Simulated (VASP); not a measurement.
A run of VASP 6.6.1 is set up as follows.

The input INCAR:

```
  PREC = Accurate
  ENCUT = 520
  EDIFF = 1E-6
  ISMEAR = 0
  SIGMA = 0.05
  LREAL = False
  LASPH = True
  NELM = 100
  ALGO = Normal
  ISIF = 2
  LWAVE = False
  LCHARG = False
  GGA = PS
  NBANDS = 11
```

Contents of KPOINTS:

```
regular mesh
0
Gamma
  15 15 15
```

File POSCAR:

```
C
1.0
    1.1973256878      0.6912763082      3.5143613814
   -1.1973256878      0.6912763082      3.5143613814
    0.0000000000     -1.3825526163      3.5143613814
C
2
Direct
    0.1640000000      0.1640000000      0.1640000000
    0.8360000000      0.8360000000      0.8360000000
```

Potentials or basis: VASP PAW PBE potentials, release 64 (C).

Launch:

```sh
$ cat potpaw_PBE.64/C/POTCAR > POTCAR
$ mpirun -np 1 vasp_std > vasp.out
```

**Question.** Estimate the largest force.

**Answer.** 0.900 eV/Å.

**Question.** Predict the pressure.

**Answer.** 24.3 GPa.

Stress tensor (GPa, compression positive):
```
36.65  0.00  0.00
 0.00 36.65  0.00
 0.00  0.00 -0.45
```

Caveat: the cell differs from its parent crystal (strain -0.025 along x and y, +0.050 along z); the cell stands under pressure; this functional lacks dispersion, which binds the layers, so the pressure and a relaxed spacing across them are unreliable; the PAW data sets were made with another functional, which shifts forces and pressure a little.
